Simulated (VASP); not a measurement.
A run of VASP 6.6.1 is set up as follows.

The input INCAR:

```
SYSTEM = Os
  PREC = Accurate
  ENCUT = 600
  EDIFF = 1E-6
  ISMEAR = -1
  SIGMA = 0.05
  LREAL = .FALSE.
  LASPH = .TRUE.
  NELM = 80
  ALGO = Normal
  ISIF = 4
  LWAVE = .FALSE.
  LCHARG = .FALSE.
  GGA = PS
  IBRION = 2
  NSW = 50
  EDIFFG = -0.005
```

Contents of KPOINTS:

```
Automatic mesh
0
G
  16 16 9
  0 0 0
```

Contents of POSCAR:

```
Os
1.0
    2.5326255762      0.0000000000      0.0000000000
   -1.2663127881      2.1933180873      0.0000000000
    0.0000000000      0.0000000000      4.0002908442
Os
2
Direct
    0.3333333333      0.6666666667      0.2500000000
    0.6666666667      0.3333333333      0.7500000000
```

Potentials or basis: VASP PAW PBE potentials, release 64 (Os).

Run with:

```console
$ cat potpaw_PBE.64/Os/POTCAR > POTCAR
$ mpirun -np 1 vasp_std > vasp.out
```

(1) Predict the band gap on the k mesh.

Answers

(1) zero (band 8 reaches 16.33 eV, above the bottom of band 9 at 10.66 eV).

Caveat: spin-orbit coupling is left out, which moves the levels of the heavy elements.
